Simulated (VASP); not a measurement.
Input of a VASP 6.6.1 run:

INCAR

```
  PREC = Accurate
  ENCUT = 520
  EDIFF = 1E-7
  ISMEAR = 0
  SIGMA = 0.1
  LREAL = Auto
  LASPH = T
  NELM = 80
  ALGO = Fast
  ISIF = 2
  LWAVE = F
  LCHARG = F
  GGA = PS
  NBANDS = 106
```

KPOINTS

```
regular mesh
0
Gamma
  6 6 6
```

Contents of POSCAR:

```
SiMo3
1.0
   -4.8605603690      4.8605603690      0.0000000000
    0.0000000000      4.8605603690     -4.8605603690
   -4.8605603690      0.0000000000     -4.8605603690
Si Mo
4 12
Direct
    0.7500000000      0.7500000000      0.7500000000
    0.2500000000      0.2500000000      0.2500000000
    0.5000000000      0.5000000000      0.5000000000
    1.0000000000      0.0000000000      1.0000000000
    0.3750000000      0.1250000000      0.6250000000
    0.8750000000      0.6250000000      0.1250000000
    0.6250000000      0.8750000000      0.3750000000
    0.1250000000      0.3750000000      0.8750000000
    0.6250000000      0.1250000000      0.8750000000
    0.1250000000      0.6250000000      0.3750000000
    0.3750000000      0.8750000000      0.1250000000
    0.8750000000      0.3750000000      0.6250000000
    0.8750000000      0.1250000000      0.3750000000
    0.3750000000      0.6250000000      0.8750000000
    0.1250000000      0.8750000000      0.6250000000
    0.6250000000      0.3750000000      0.1250000000
```

Potentials or basis: VASP PAW PBE potentials, release 64 (Si, Mo_sv).

The run is started by

```bash
$ cat potpaw_PBE.64/Si/POTCAR potpaw_PBE.64/Mo_sv/POTCAR > POTCAR
$ mpirun -np 1 vasp_std > vasp.out
```

**Question.** Predict the pressure.

**Answer.** 0.6 GPa.

**Question.** Estimate the band gap on the k mesh.

**Answer.** Zero (bands 92 and 93 overlap by 0.34 eV).

Caveat: the PAW data sets were made with another functional, which shifts forces and pressure a little.
